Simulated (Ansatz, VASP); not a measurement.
# Si in VASP and in Ansatz

```
Si
1.0
     0.00000    2.70000    2.70000
     2.70000    0.00000    2.70000
     2.70000    2.70000    0.00000
Si
2
Direct
  0.00000 0.00000 0.00000
  0.23254 0.23254 0.23254
```

Alike in both runs: task single point; functional PBE; k mesh 3 × 3 × 3; occupations fermi-dirac, width 0.05 eV; no spin polarisation.

|  | VASP | Ansatz |
| --- | --- | --- |
| version | VASP 6.6.1 | Ansatz 0.2 development build |
| potentials or method | VASP PAW PBE potentials, release 64 (Si), cutoff 500 eV | all-electron full-potential LAPW, scalar-relativistic |

|  | VASP | Ansatz | Ansatz less VASP |
| --- | --- | --- | --- |
| pressure (GPa) | 6.7 | 6.7 | +0.03 |
| traceless stress, the component that is largest in VASP (GPa) | 5.38 | 5.40 | +0.026 |
| rms of the force components (eV/Å) | 1.674 | 1.676 | +0.0022 |

Atom by atom the forces differ by 0.002 eV/Å (rms over components). Ansatz ran all-electron here, and VASP with PAW potentials.

The k mesh is coarse, so the values compare programs but aren't converged.
